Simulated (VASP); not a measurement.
# Hf (Fmmm) in VASP: a series of runs

Runs on Hf. Level: LDA. Tasks: single point.

All numbers are computed with VASP 6.6.1; they aren't measurements. Logs are shortened: lines on timing, memory, paths and dates and some standing lists are left out, and cuts for length are marked.

**1. The cell of the first run**

It takes space group Fmmm (No. 69, orthorhombic). Conventional cell: a = 3.706 Å, b = 4.570 Å, c = 4.803 Å, α = 90.00°, β = 90.00°, γ = 90.00°. Hf (site symmetry mmm) has 14 Hf at 2.94 to 3.71 Å within 3.9 Å.

**2. Single point, LDA**

INCAR reads:

```
PREC = Accurate
ENCUT = 520
EDIFF = 1E-6
ISMEAR = 0
SIGMA = 0.15
LREAL = False
LASPH = True
NELM = 60
ALGO = Fast
ISIF = 2
LWAVE = False
LCHARG = True
LELF = True
LVHAR = True
NBANDS = 11
```

KPOINTS reads:

```
regular mesh
0
Gamma
  18 18 18
```

POSCAR reads:

```
Hf
1.0
    0.0000000000      2.4016449318      1.8529528837
    2.2852358918      0.0000000000      1.8529528837
    2.2852358918      2.4016449318      0.0000000000
Hf
1
Direct
    0.0000000000      0.0000000000      0.0000000000
```

Potentials or basis: VASP PAW LDA potentials, release 64 (Hf_pv).

Run with:

```sh
cat potpaw_LDA.64/Hf_pv/POTCAR > POTCAR
mpirun -np 1 vasp_std > vasp.out
```

OUTCAR:

```text
PREC = Accurate
   ENCUT = 520
   EDIFF = 1E-6
   ISMEAR = 0
   LREAL = False
   LASPH = True
   NELM = 60
   ISIF = 2

 ion  position               nearest neighbor table
   1  0.000  0.000  0.000-

  LATTYP: Found a face centered orthorhombic cell.
 ALAT       =     3.7059057674
 B/A-ratio  =     1.2332941177
 C/A-ratio  =     1.2961176471

  Lattice vectors:

 A1 = (   2.2852358918,   2.4016449318,   0.0000000000)
 A2 = (   0.0000000000,   2.4016449318,   1.8529528837)
 A3 = (   2.2852358918,   0.0000000000,   1.8529528837)

Analysis of symmetry for initial positions (statically):
=====================================================================
 Subroutine PRICEL returns:
 Original cell was already a primitive cell.

 Routine SETGRP: Setting up the symmetry group for a
 face centered orthorhombic supercell.

 Subroutine GETGRP returns: Found  8 space group operations
 (whereof  8 operations were pure point group operations)
 out of a pool of  8 trial point group operations.

The static configuration has the point symmetry D_2h.

Analysis of symmetry for dynamics (positions and initial velocities):
=====================================================================
 Subroutine PRICEL returns:
 Original cell was already a primitive cell.

 Routine SETGRP: Setting up the symmetry group for a
 face centered orthorhombic supercell.

 Subroutine GETGRP returns: Found  8 space group operations
 (whereof  8 operations were pure point group operations)
 out of a pool of  8 trial point group operations.

The dynamic configuration has the point symmetry D_2h.

 Subroutine INISYM returns: Found  8 space group operations
 (whereof  8 operations are pure point group operations),
 and found     1 'primitive' translations

----------------------------------------------------------------------------------------

                                     Primitive cell

  volume of cell :      20.3392

  direct lattice vectors                    reciprocal lattice vectors
     0.000000000  2.401644932  1.852952884    -0.218795793  0.208190642  0.269839565
     2.285235892  0.000000000  1.852952884     0.218795793 -0.208190642  0.269839565
     2.285235892  2.401644932  0.000000000     0.218795793  0.208190642 -0.269839565

  length of vectors
     3.033369870  2.942063472  3.315147276     0.405004115  0.405004115  0.405004115

  position of ions in fractional coordinates (direct lattice)
     0.000000000  0.000000000  0.000000000

  ion indices of the primitive-cell ions
   primitive index   ion index
[... 76 lines left out ...]
   NSW    =      0    number of steps for IOM
   IBRION =     -1    ionic relax: 0-MD 1-quasi-New 2-CG
   NFREE  =      0    steps in history (QN), initial steepest desc. (CG)
   ISIF   =      2    stress and relaxation
   ISYM   =      2    0-nonsym 1-usesym 2-fastsym
   POTIM  = 0.5000    time-step for ionic-motion
   TEBEG  =    0.0;   TEEND  =   0.0 temperature during run
   PSTRESS=    0.0 pullay stress
   NELECT =      10.0000    total number of electrons
   NUPDOWN=      -1.0000    fix difference up-down
   EMIN   =  10.00;   EMAX   =-10.00  energy-range for DOS
   EFERMI =   0.00;   METHOD = LEGACY
   ISMEAR =     0;   SIGMA  =   0.15  broadening in eV -4-tet -1-fermi 0-gaus
   EFERMI_NEDOS =   21; number of points for ismear=-14 and -15
   IALGO  =     68    algorithm
   IMIX   =      4    mixing-type and parameters
     AMIX     =   0.40;   BMIX     =  1.00
     AMIX_MAG =   1.60;   BMIX_MAG =  1.00
  volume/ion in A,a.u.               =      20.34       137.26
  Fermi-wavevector in a.u.,A,eV,Ry     =   1.292102  2.441719 22.715298  1.669527
  Thomas-Fermi vector in A             =   2.423831
   LORBIT       =      0    0 simple, 1 ext, 2 COOP (PROOUT), +10 PAW based schemes
   GGA     = CA    functional components
   LHFCALC =     F    Hartree Fock is set to
   AEXX    =    0.0000 exact exchange contribution
   IVDW    =     0    specifies the selected vdW correction
   LEPSILON=     F    determine dielectric tensor
   LRPA    =     F    only Hartree local field effects (RPA)
 non-spin polarized calculation
 RMM-DIIS sequential band-by-band and
 Gauss-broadening in eV      SIGMA  =   0.15
  energy-cutoff  :      520.00
  volume of cell :       20.34
 maximum number of plane-waves:       560
   NGX = 11   NGY = 11   NGZ = 13

 number of electron      10.0000000 magnetization

 number of electron       9.9999999 magnetization

 Free energy of the ion-electron system (eV)
  ---------------------------------------------------
  ext. energy  EPLUGINS =         0.00000000
  ---------------------------------------------------
  free energy    TOTEN  =       -10.56608119 eV

  energy without entropy =      -10.54660545  energy(sigma->0) =      -10.55634332

 E-fermi :   5.1550     XC(G=0): -11.9082

 val. band max:        5.1549421302   @ k =   0.2778   0.1111   0.1667
 cond. band min:       5.1550970342   @ k =   0.3333  -0.4444   0.1667
 fundamental gap:      0.0001549040
 Fermi energy:         5.1549978736

 k-point     1 :       0.0000    0.0000    0.0000
  band No.  band energies     occupation
      1     -24.2247      2.00000
      2     -24.1920      2.00000
      3     -24.1646      2.00000
      4      -2.1408      2.00000
      5       5.9464      0.00000
      6       6.7074      0.00000
      7       7.4886      0.00000
      8       8.7333      0.00000
      9      10.5524      0.00000
     10      17.9249      0.00000
     11      19.1919      0.00000
[... 309 lines left out ...]
 k-point    24 :      -0.2222    0.0556    0.0000
  band No.  band energies     occupation
      1     -24.7145      2.00000
      2     -24.3426      2.00000
      3     -24.2299      2.00000
      4      -0.1986      2.00000
      5       5.5995      0.00003
      6       5.9964      0.00000
      7       8.1998      0.00000
      8       8.6102      0.00000
      9      10.3237      0.00000
     10      17.7624      0.00000
     11      19.4703      0.00000

 [... further k-points ...]
[... 5 lines left out ...]
  --------------------------------------------------------------------------------------
  -------------------------------------------------------------------------------------
  Total        0.2246254     -0.1835691      0.3834571      0.0000000      0.0000000      0.0000000
  in kB       17.6943717    -14.4602512     30.2059926      0.0000000      0.0000000      0.0000000
  external PRESSURE =      11.1467044 kB  Pullay stress =       0.0000000 kB

 VOLUME and BASIS-vectors are now :
 -----------------------------------------------------------------------------
  energy-cutoff  :      520.00
  volume of cell :       20.34
      direct lattice vectors                 reciprocal lattice vectors
     0.000000000  2.401644932  1.852952884    -0.218795793  0.208190642  0.269839565
     2.285235892  0.000000000  1.852952884     0.218795793 -0.208190642  0.269839565
     2.285235892  2.401644932  0.000000000     0.218795793  0.208190642 -0.269839565

 POSITION                                       TOTAL-FORCE (eV/Angst)
 -----------------------------------------------------------------------------------
      0.00000      0.00000      0.00000         0.000000      0.000000      0.000000
 -----------------------------------------------------------------------------------
    total drift:                               -0.000000     -0.000000      0.000000

  FREE ENERGIE OF THE ION-ELECTRON SYSTEM (eV)
  ---------------------------------------------------
  free  energy   TOTEN  =       -10.5660811902 eV

  energy  without entropy=      -10.5466054548  energy(sigma->0) =      -10.55634332
```

OSZICAR:

```text
N       E                     dE             d eps       ncg     rms          rms(c)
DAV:   1     0.122494980027E+02    0.12249E+02   -0.57682E+03 19270   0.849E+02
DAV:   2    -0.104728296676E+02   -0.22722E+02   -0.21959E+02 24311   0.156E+02
DAV:   3    -0.108770905145E+02   -0.40426E+00   -0.39972E+00 23991   0.143E+01
DAV:   4    -0.108783723502E+02   -0.12818E-02   -0.12816E-02 21537   0.946E-01
DAV:   5    -0.108783779474E+02   -0.55972E-05   -0.55971E-05 23691   0.559E-02    0.466E+01
RMM:   6    -0.106463281423E+02    0.23205E+00   -0.14716E-01 19480   0.250E+00    0.269E+01
RMM:   7    -0.105691554443E+02    0.77173E-01   -0.26090E-01 21085   0.339E+00    0.125E+00
RMM:   8    -0.105659684108E+02    0.31870E-02   -0.16081E-02 21340   0.104E+00    0.200E-01
RMM:   9    -0.105660773178E+02   -0.10891E-03   -0.14060E-03 24413   0.315E-01    0.678E-02
RMM:  10    -0.105660782909E+02   -0.97315E-06   -0.15379E-04 24554   0.103E-01    0.247E-02
RMM:  11    -0.105660810011E+02   -0.27102E-05   -0.33915E-05 25781   0.443E-02    0.919E-03
RMM:  12    -0.105660811902E+02   -0.18900E-06   -0.43788E-06 21227   0.140E-02
   1 F= -.10566081E+02 E0= -.10556343E+02  d E =-.194757E-01
```

It took 2.2 min on 1 thread of Intel Xeon Platinum 8259CL at 2.50GHz (Skylake/Cascade Lake), shared host; peak memory 0.29 GiB.

What came out:

```
Free energy            : -10.5661 eV
Pressure               : 1.1 GPa
Band gap on the k mesh : zero (bands 5 and 6 overlap by 1.99 eV)
```

Levels at points of the mesh, in eV from the Fermi level:
| k point | band 1 | band 2 | band 3 | band 4 | band 5 | band 6 | band 7 | band 8 | band 9 | band 10 |
| --- | --- | --- | --- | --- | --- | --- | --- | --- | --- | --- |
| (0.00, 0.00, 0.00) | -29.38 | -29.35 | -29.32 | -7.30 | 0.79 | 1.55 | 2.33 | 3.58 | 5.40 | 12.77 |
| (0.50, 0.00, 0.00) | -30.51 | -29.67 | -29.35 | -3.73 | -0.25 | 1.40 | 3.37 | 5.81 | 8.05 | 11.18 |
| (0.50, 0.50, 0.00) | -30.30 | -30.13 | -29.95 | -3.23 | -2.83 | 6.41 | 7.07 | 7.09 | 8.10 | 8.72 |
| (0.50, 0.00, 0.50) | -30.42 | -29.69 | -29.42 | -3.71 | -1.63 | 1.77 | 5.96 | 6.50 | 8.26 | 11.20 |
| (0.00, 0.50, 0.50) | -30.51 | -29.86 | -29.46 | -3.60 | -1.52 | 2.51 | 5.33 | 5.85 | 8.83 | 10.40 |

Caveat: the cell differs from its parent crystal (strain +e along x and -e along y -0.0267, strain +e along z and -e/2 along x and y -0.1500); spin-orbit coupling is left out, which moves the levels of the heavy elements.

**3. Single point, LDA**

INCAR reads:

```
ALGO = Fast ; EDIFF = 1E-6
ENCUT = 520 ; GGA = CA
ISIF = 2 ; ISMEAR = 0
LASPH = T ; LCHARG = F
LREAL = F ; LWAVE = F
NBANDS = 11 ; NELM = 60
PREC = Accurate ; SIGMA = 0.15
```

KPOINTS reads:

```
k-points
0
Gamma
  18 18 18
```

POSCAR reads:

```
Hf
1.0
    0.0000000000      2.3761395803      1.9619501122
    2.2017440148      0.0000000000      1.9619501122
    2.2017440148      2.3761395803      0.0000000000
Hf
1
Direct
    0.0000000000      0.0000000000      0.0000000000
```

Potentials or basis: VASP PAW LDA potentials, release 64 (Hf_pv).

Run with:

```sh
cat potpaw_LDA.64/Hf_pv/POTCAR > POTCAR
mpirun -np 1 vasp_std > vasp.out
```

OUTCAR:

```text
EDIFF = 1E-6
   ENCUT = 520
   GGA = CA
   ISIF = 2
   ISMEAR = 0
   LASPH = T
   LREAL = F
   NELM = 60
   PREC = Accurate

 ion  position               nearest neighbor table
   1  0.000  0.000  0.000-

  LATTYP: Found a face centered orthorhombic cell.
 ALAT       =     3.9239002244
 B/A-ratio  =     1.1222222222
 C/A-ratio  =     1.2111111111

  Lattice vectors:

 A1 = (   2.2017440148,   2.3761395803,   0.0000000000)
 A2 = (   0.0000000000,   2.3761395803,   1.9619501122)
 A3 = (   2.2017440148,   0.0000000000,   1.9619501122)

Analysis of symmetry for initial positions (statically):
=====================================================================
 Subroutine PRICEL returns:
 Original cell was already a primitive cell.

 Routine SETGRP: Setting up the symmetry group for a
 face centered orthorhombic supercell.

 Subroutine GETGRP returns: Found  8 space group operations
 (whereof  8 operations were pure point group operations)
 out of a pool of  8 trial point group operations.

The static configuration has the point symmetry D_2h.

Analysis of symmetry for dynamics (positions and initial velocities):
=====================================================================
 Subroutine PRICEL returns:
 Original cell was already a primitive cell.

 Routine SETGRP: Setting up the symmetry group for a
 face centered orthorhombic supercell.

 Subroutine GETGRP returns: Found  8 space group operations
 (whereof  8 operations were pure point group operations)
 out of a pool of  8 trial point group operations.

The dynamic configuration has the point symmetry D_2h.

 Subroutine INISYM returns: Found  8 space group operations
 (whereof  8 operations are pure point group operations),
 and found     1 'primitive' translations

----------------------------------------------------------------------------------------

                                     Primitive cell

[... 108 lines left out ...]
     AMIX_MAG =   1.60;   BMIX_MAG =  1.00
  volume/ion in A,a.u.               =      20.53       138.53
  Fermi-wavevector in a.u.,A,eV,Ry     =   1.288119  2.434192 22.575468  1.659250
  Thomas-Fermi vector in A             =   2.420092
   LORBIT       =      0    0 simple, 1 ext, 2 COOP (PROOUT), +10 PAW based schemes
   GGA     = CA    functional components
   LHFCALC =     F    Hartree Fock is set to
   AEXX    =    0.0000 exact exchange contribution
   IVDW    =     0    specifies the selected vdW correction
   LEPSILON=     F    determine dielectric tensor
   LRPA    =     F    only Hartree local field effects (RPA)
 non-spin polarized calculation
 RMM-DIIS sequential band-by-band and
 Gauss-broadening in eV      SIGMA  =   0.15
  energy-cutoff  :      520.00
  volume of cell :       20.53
 maximum number of plane-waves:       568
   NGX = 11   NGY = 11   NGZ = 13

 number of electron      10.0000000 magnetization

 Free energy of the ion-electron system (eV)
  ---------------------------------------------------
  ext. energy  EPLUGINS =         0.00000000
  ---------------------------------------------------
  free energy    TOTEN  =       -10.58871243 eV

  energy without entropy =      -10.56923256  energy(sigma->0) =      -10.57897250

 E-fermi :   5.1561     XC(G=0): -11.8664

 val. band max:        5.1554250518   @ k =   0.3333  -0.1111   0.2222
 cond. band min:       5.1629849989   @ k =   0.4444   0.1111   0.1667
 fundamental gap:      0.0075599471
 Fermi energy:         5.1561102336

 k-point     1 :       0.0000    0.0000    0.0000
  band No.  band energies     occupation
      1     -24.3455      2.00000
      2     -24.3060      2.00000
      3     -24.2918      2.00000
      4      -2.1811      2.00000
      5       5.6795      0.00000
      6       6.7856      0.00000
      7       7.9492      0.00000
      8       7.9620      0.00000
      9      10.7250      0.00000
     10      17.3627      0.00000
     11      19.3746      0.00000
[... 309 lines left out ...]
 k-point    24 :      -0.2222    0.0556   -0.0000
  band No.  band energies     occupation
      1     -24.8332      2.00000
      2     -24.4462      2.00000
      3     -24.3568      2.00000
      4      -0.2287      2.00000
      5       5.4017      0.02060
      6       6.1693      0.00000
      7       7.8486      0.00000
      8       8.6400      0.00000
      9      10.2920      0.00000
     10      17.6351      0.00000
     11      18.5838      0.00000

 [... further k-points ...]
[... 5 lines left out ...]
  --------------------------------------------------------------------------------------
  -------------------------------------------------------------------------------------
  Total        0.1469045     -0.3612607      0.5080383      0.0000000      0.0000000      0.0000000
  in kB       11.4653968    -28.1951625     39.6506521      0.0000000      0.0000000      0.0000000
  external PRESSURE =       7.6402955 kB  Pullay stress =       0.0000000 kB

 VOLUME and BASIS-vectors are now :
 -----------------------------------------------------------------------------
  energy-cutoff  :      520.00
  volume of cell :       20.53
      direct lattice vectors                 reciprocal lattice vectors
     0.000000000  2.376139580  1.961950112    -0.227092703  0.210425349  0.254848478
     2.201744015  0.000000000  1.961950112     0.227092703 -0.210425349  0.254848478
     2.201744015  2.376139580  0.000000000     0.227092703  0.210425349 -0.254848478

 POSITION                                       TOTAL-FORCE (eV/Angst)
 -----------------------------------------------------------------------------------
      0.00000      0.00000      0.00000         0.000000      0.000000      0.000000
 -----------------------------------------------------------------------------------
    total drift:                               -0.000000      0.000000      0.000000

  FREE ENERGIE OF THE ION-ELECTRON SYSTEM (eV)
  ---------------------------------------------------
  free  energy   TOTEN  =       -10.5887124266 eV

  energy  without entropy=      -10.5692325639  energy(sigma->0) =      -10.57897250
```

OSZICAR:

```text
N       E                     dE             d eps       ncg     rms          rms(c)
DAV:   1     0.124531763384E+02    0.12453E+02   -0.57502E+03 19313   0.849E+02
DAV:   2    -0.104955349937E+02   -0.22949E+02   -0.22174E+02 24185   0.156E+02
DAV:   3    -0.109112469033E+02   -0.41571E+00   -0.41185E+00 24167   0.145E+01
DAV:   4    -0.109125791097E+02   -0.13322E-02   -0.13320E-02 21887   0.963E-01
DAV:   5    -0.109125851351E+02   -0.60254E-05   -0.60249E-05 23636   0.574E-02    0.473E+01
RMM:   6    -0.106722663200E+02    0.24032E+00   -0.15345E-01 19496   0.254E+00    0.275E+01
RMM:   7    -0.105921581718E+02    0.80108E-01   -0.27907E-01 21257   0.349E+00    0.128E+00
RMM:   8    -0.105886033625E+02    0.35548E-02   -0.17355E-02 21243   0.108E+00    0.275E-01
RMM:   9    -0.105887076836E+02   -0.10432E-03   -0.14056E-03 24494   0.322E-01    0.670E-02
RMM:  10    -0.105887104429E+02   -0.27593E-05   -0.16548E-04 25021   0.108E-01    0.328E-02
RMM:  11    -0.105887120416E+02   -0.15987E-05   -0.32451E-05 25383   0.453E-02    0.850E-03
RMM:  12    -0.105887124266E+02   -0.38505E-06   -0.48563E-06 22043   0.152E-02
   1 F= -.10588712E+02 E0= -.10578972E+02  d E =-.194799E-01
```

stdout:

```text
POSCAR found type information on POSCAR Hf
 POSCAR found :  1 types and       1 ions
 scaLAPACK will be used
 LDA part: xc-table for (Slater(with rela. corr.)+CA(PZ))
 , standard interpolation
 POSCAR, INCAR and KPOINTS ok, starting setup
 FFT: planning ... GRIDC
 FFT: planning ... GRID_SOFT
 FFT: planning ... GRID
 WAVECAR not read
 entering main loop
```

Wall time 1.7 min (1 thread of Intel Xeon Platinum 8259CL at 2.50GHz (Skylake/Cascade Lake), shared host); peak memory 0.29 GiB.

What came out:

| Quantity | Value |
| --- | --- |
| Free energy | -10.5887 eV |
| Pressure | 0.8 GPa |
| Band gap on the k mesh | zero (bands 5 and 6 overlap by 1.75 eV) |

Stress tensor (GPa, compression positive):
```
 1.15  0.00  0.00
 0.00 -2.82  0.00
 0.00  0.00  3.97
```

Levels at points of the mesh, in eV from the Fermi level:
| k point | band 1 | band 2 | band 3 | band 4 | band 5 | band 6 | band 7 | band 8 | band 9 | band 10 |
| --- | --- | --- | --- | --- | --- | --- | --- | --- | --- | --- |
| (0.00, 0.00, 0.00) | -29.50 | -29.46 | -29.45 | -7.34 | 0.52 | 1.63 | 2.79 | 2.81 | 5.57 | 12.21 |
| (0.50, 0.00, 0.00) | -30.61 | -29.74 | -29.49 | -3.78 | 0.10 | 1.21 | 2.50 | 6.12 | 7.52 | 10.86 |
| (0.50, 0.50, 0.00) | -30.48 | -30.17 | -29.93 | -3.38 | -2.67 | 5.14 | 6.73 | 6.80 | 8.26 | 9.10 |
| (0.50, 0.00, 0.50) | -30.47 | -29.78 | -29.62 | -3.73 | -2.05 | 1.84 | 6.67 | 6.92 | 7.95 | 11.03 |
| (0.00, 0.50, 0.50) | -30.58 | -30.03 | -29.66 | -3.58 | -2.00 | 3.03 | 5.85 | 6.11 | 8.73 | 10.00 |

Caveat: the cell differs from its parent crystal (strain +e along x and -e along y -0.0400, strain +e along z and -e/2 along x and y -0.1000); the stress differs along the axes, from -3 to 4 GPa; spin-orbit coupling is left out, which moves the levels of the heavy elements.

(Part 1 of 2 ends here.)
